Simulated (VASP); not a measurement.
A run of VASP 6.6.1:

INCAR

```
PREC = Accurate ; ENCUT = 520
EDIFF = 1E-7 ; ISMEAR = -1
SIGMA = 0.05 ; LREAL = False
LASPH = True ; NELM = 100
ALGO = Normal ; ISIF = 2
LWAVE = False ; LCHARG = True
GGA = PS ; LELF = True
LVHAR = True ; NBANDS = 16
```

KPOINTS

```
Automatic mesh
0
Gamma
  7 7 7
```

POSCAR

```
LiPb
1.0
    3.4743995703      0.0000000000      0.0000000000
    0.0000000000      3.4743995703      0.0000000000
    0.0000000000      0.0000000000      3.4743995703
Li Pb
1 1
Direct
    0.5000000000      0.5000000000      0.5000000000
    0.0000000000      0.0000000000      0.0000000000
```

Potentials or basis: VASP PAW PBE potentials, release 64 (Li_sv, Pb_d).

The run is started by

```sh
$ cat potpaw_PBE.64/Li_sv/POTCAR potpaw_PBE.64/Pb_d/POTCAR > POTCAR
$ mpirun -np 1 vasp_std > vasp.out
```

Hardware: 1 thread of Intel(R) Xeon(R) Platinum 8488C (Sapphire Rapids), on a shared host.

Task: How long does it take, and how much memory?

Result: Run time: 8.3 s on 1 thread of Intel(R) Xeon(R) Platinum 8488C (Sapphire Rapids), with other jobs on the host, peak memory 0.15 GiB. Counts: scf iterations 12, k points 20.
